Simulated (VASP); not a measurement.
A run of VASP 6.6.1:

INCAR

```
SYSTEM = Ge
PREC = Accurate
ENCUT = 520
EDIFF = 1E-8
ISMEAR = -1
SIGMA = 0.05
LREAL = .FALSE.
LASPH = .TRUE.
NELM = 80
ALGO = Normal
ISIF = 2
LWAVE = .FALSE.
LCHARG = .FALSE.
GGA = CA
LEFG = .TRUE.
NBANDS = 21
```

File KPOINTS:

```
Automatic mesh
0
G
  10 10 10
  0 0 0
```

File POSCAR:

```
Ge
1.0
    0.0000000000      2.8842501637      2.8842501637
    2.8842501637      0.0000000000      2.8842501637
    2.8842501637      2.8842501637      0.0000000000
Ge
2
Direct
    0.5000000000      0.5000000000      0.5000000000
    0.7500000000      0.7500000000      0.7500000000
```

Potentials or basis: VASP PAW LDA potentials, release 64 (Ge_d).

Command:

```sh
$ cat potpaw_LDA.64/Ge_d/POTCAR > POTCAR
$ mpirun -np 1 vasp_std > vasp.out
```

Hardware: 1 thread of Intel(R) Xeon(R) 6975P-C (Granite Rapids), with other jobs on the host.

Task: Estimate the wall time of this run.

Result: It took 17 s on 1 thread of Intel(R) Xeon(R) 6975P-C (Granite Rapids), with other jobs on the host, peak memory 0.16 GiB. Counts: scf iterations 13, k points 47.
